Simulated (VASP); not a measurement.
Set up this calculation in VASP 6.6.1, as the native input.

```
Task                   : single point
Functional             : PBEsol
Potentials or basis    : VASP PAW PBE potentials, release 64 (Zr_sv, H)
Cutoff                 : 520 eV
k mesh                 : 10 × 10 × 10
Occupations            : fermi-dirac, width 0.05 eV
Spin                   : no spin polarisation
Dipole correction      : no
Further INCAR settings : ALGO = Normal; EDIFF = 1e-06; NBANDS = 14
```

The structure of ZrH2 lies in POSCAR:

```
ZrH2
1.0
    0.0000000000      2.4564767021      2.4564767021
    2.4564767021      0.0000000000      2.4564767021
    2.4564767021      2.4564767021      0.0000000000
Zr H
1 2
Direct
    0.0000000000      0.0000000000      0.0000000000
    0.2500000000      0.2500000000      0.2500000000
    0.7500000000      0.7500000000      0.7500000000
```

This cell differs from its parent crystal: volume scaled by 1.06.

One way to write it, as run:

INCAR

```
  ALGO = Normal
  EDIFF = 1E-6
  ENCUT = 520
  GGA = PS
  ISIF = 2
  ISMEAR = -1
  LASPH = True
  LCHARG = True
  LELF = True
  LREAL = False
  LVHAR = True
  LWAVE = False
  NBANDS = 14
  NELM = 100
  PREC = Accurate
  SIGMA = 0.05
```

KPOINTS

```
k-points
0
Gamma
  10 10 10
```

Potentials or basis: VASP PAW PBE potentials, release 64 (Zr_sv, H).

Command:

```sh
$ cat potpaw_PBE.64/Zr_sv/POTCAR potpaw_PBE.64/H/POTCAR > POTCAR
$ mpirun -np 1 vasp_std > vasp.out
```

Results of the run:

```json
{
 "Pressure": "-11.0 GPa",
 "Band gap on the k mesh": "zero (band 7 reaches 8.13 eV, above the bottom of band 8 at 7.37 eV)"
}
```

Caveat: the PAW data sets were made with another functional, which shifts forces and pressure a little.

Wall time 25 s on 1 thread of Intel(R) Xeon(R) Platinum 8175M CPU @ 2.50GHz (Skylake/Cascade Lake) (shared host), peak memory 0.16 GiB.
